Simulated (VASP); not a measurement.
Runs of VASP 6.6.1 on Ti. The structure is that of space group Im-3m (No. 229), or close to it. The cells are those of the table. 

```tsv
task	level	potentials or basis	cell	cutoff (eV)	gap on the mesh (eV)	pressure (GPa)	relaxed volume (Å³/atom)
single point	BLYP+D3(BJ)	VASP PAW PBE potentials, release 64 (Ti_sv)	a = 2.717 Å, angles 109.5°, 1 atom	520	none	-0.1	-
single point	LDA	VASP PAW LDA potentials, release 64 (Ti_sv)	a = 2.749 Å, angles 109.5°, 1 atom	520	none	-0.1	-
relaxation of cell and atoms	PBEsol+D3(BJ)	VASP PAW PBE potentials, release 64 (Ti_sv)	relaxed from a = 2.842 Å, angles 109.5°, 1 atom	600	none	0.0	15.72
single point	PBEsol+D3(BJ)	VASP PAW PBE potentials, release 64 (Ti_sv)	a = 2.736 Å, angles 109.5°, 1 atom	520	none	(a)	-
relaxation of cell and atoms	BLYP+D3(BJ)	VASP PAW PBE potentials, release 64 (Ti_sv)	relaxed from a = 2.842 Å, angles 109.5°, 1 atom	600	none	-0.1	15.42
relaxation of cell and atoms	LDA	VASP PAW LDA potentials, release 64 (Ti_sv)	relaxed from a = 2.842 Å, angles 109.5°, 1 atom	600	none	0.0	15.97
```

Alike in all rows: no spin polarisation; k mesh 13 × 13 × 13; smearing fermi-dirac 0.15 eV.

Problem. Estimate the missing entries.

Solution. (a) -0.4.

Caveats: the PAW data sets were made with another functional, which shifts forces and pressure a little (some runs); pairwise dispersion overbinds metals, which lowers pressure and volume (some runs); the volume moved by -11 % from the deposited cell, more than functionals usually miss (some runs); the volume moved by -13 % from the deposited cell, more than functionals usually miss (some runs).

A gap of «none» marks levels without a gap at the run's occupations.
